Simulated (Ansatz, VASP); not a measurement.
**MgS in VASP and in Ansatz**

Contents of INCAR:

```
ALGO = Normal
EDIFF = 1E-6
ENCUT = 520
GGA = PE
ISIF = 2
ISMEAR = 0
LASPH = True
LCHARG = True
LELF = True
LREAL = False
LVHAR = True
LWAVE = False
NBANDS = 11
NELM = 80
PREC = Accurate
SIGMA = 0.01
```

The input KPOINTS:

```
k-points
0
Gamma
  6 6 6
```

The input POSCAR:

```
MgS
1.0
    0.0000000000      2.6016500000      2.6016500000
    2.6016500000      0.0000000000      2.6016500000
    2.6016500000      2.6016500000      0.0000000000
Mg S
1 1
Direct
   -0.0019218573      0.0019218573      0.0019218573
    0.5000000000      0.5000000000      0.5000000000
```

Input for Ansatz:

```yaml
crystal:
  lattice:
    - [0.0, 2.60165, 2.60165]
    - [2.60165, 0.0, 2.60165]
    - [2.60165, 2.60165, 0.0]
  atoms:
    - { symbol: Mg, position: [-0.0019218572828781735, 0.0019218572828781735, 0.0019218572828781735] }
    - { symbol: S, position: [0.5, 0.5, 0.5] }
kpoints:
  mp_grid:
    grid: [6, 6, 6]
    shift: [0.0, 0.0, 0.0]
scf:
  occupations:
    method: fixed
output:
  polarization: {}
```

Alike in both runs: task single point; functional PBE; k mesh 6 × 6 × 6; no spin polarisation.

|  | VASP | Ansatz |
| --- | --- | --- |
| version | VASP 6.6.1 | Ansatz 0.2.0 |
| potentials or method | VASP PAW PBE potentials, release 64 (Mg, S) | plane waves, PAW |
| plane-wave cutoff (eV) | 520 | 420 |
| occupations | gaussian, width 0.01 eV | fixed |
| valence electrons in the cell | 8 | 16 |

VASP gave:

* gap on the k mesh at the Fermi level (eV): 2.77

Task: What did Ansatz give for the same quantities?

Result: gap on the k mesh at the Fermi level (eV): 2.79.

VASP's potentials hold 8 valence electrons a cell and Ansatz's 16, so a difference there can come from the potentials and not from the codes.
